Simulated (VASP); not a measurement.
Input of a VASP 6.6.1 run:

INCAR

```
ALGO = Normal
EDIFF = 1E-6
ENCUT = 910
GGA = PE
GGA_COMPAT = F
ISIF = 2
ISMEAR = 0
LASPH = T
LCHARG = T
LDAU = T
LDAUJ = 0 0
LDAUL = 3 -1
LDAUPRINT = 1
LDAUTYPE = 2
LDAUU = 5 0
LELF = T
LMAXMIX = 6
LREAL = F
LVHAR = T
LWAVE = F
NBANDS = 19
NELM = 200
PREC = Accurate
SIGMA = 0.05
```

File KPOINTS:

```
k-points
0
Gamma
  12 12 12
```

File POSCAR:

```
CeO2
1.0
    0.0000000000      2.7719159538      2.7719159538
    2.7719159538      0.0000000000      2.7719159538
    2.7719159538      2.7719159538      0.0000000000
Ce O
1 2
Direct
    0.0000000000      0.0000000000      0.0000000000
    0.2500000000      0.2500000000      0.2500000000
    0.7500000000      0.7500000000      0.7500000000
```

Potentials or basis: VASP PAW PBE potentials, release 64 (Ce, O_h).

Command:

```console
$ cat potpaw_PBE.64/Ce/POTCAR potpaw_PBE.64/O_h/POTCAR > POTCAR
$ mpirun -np 1 vasp_std > vasp.out
```

(1) Estimate the band gap on the k mesh.

(2) What does it give for the pressure?

## Answers

(1) 2.17 eV (least direct gap 2.36 eV).

(2) -4.3 GPa.

Caveat: the cutoff is under 1.25 times the usual one of these potentials, so pressure, stress and relaxed cells hold a basis-set (Pulay) error; the cell stands under tension; spin-orbit coupling is left out, which moves the levels of the heavy elements.
